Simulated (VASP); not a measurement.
Crystal: ZnS.

```
Zn S
1.0
     0.00000    2.66548    2.66548
     2.66548    0.00000    2.66548
     2.66548    2.66548    0.00000
Zn S
1 1
Direct
  0.75000 0.75000 0.75000
  0.00000 0.00000 0.00000
```

Base run:

| Quantity | Value |
| --- | --- |
| Program | VASP 6.6.1 |
| Functional | BLYP |
| Potentials or basis | VASP PAW PBE potentials, release 64 (Zn, S) |
| Cutoff | 520 eV |
| k mesh | 9 × 9 × 9 |
| Occupations | fermi-dirac, width 0.05 eV |
| Spin | no spin polarisation |

Its results: band gap on the k mesh 2.32 eV, direct; pressure 9.3 GPa.

The run is repeated on the same cell with these changes: functional from BLYP to revPBE. What comes out?

Band gap on the k mesh 2.42 eV, direct; pressure 7.2 GPa.

Caveats: the PAW data sets were made with another functional, which shifts forces and pressure a little.

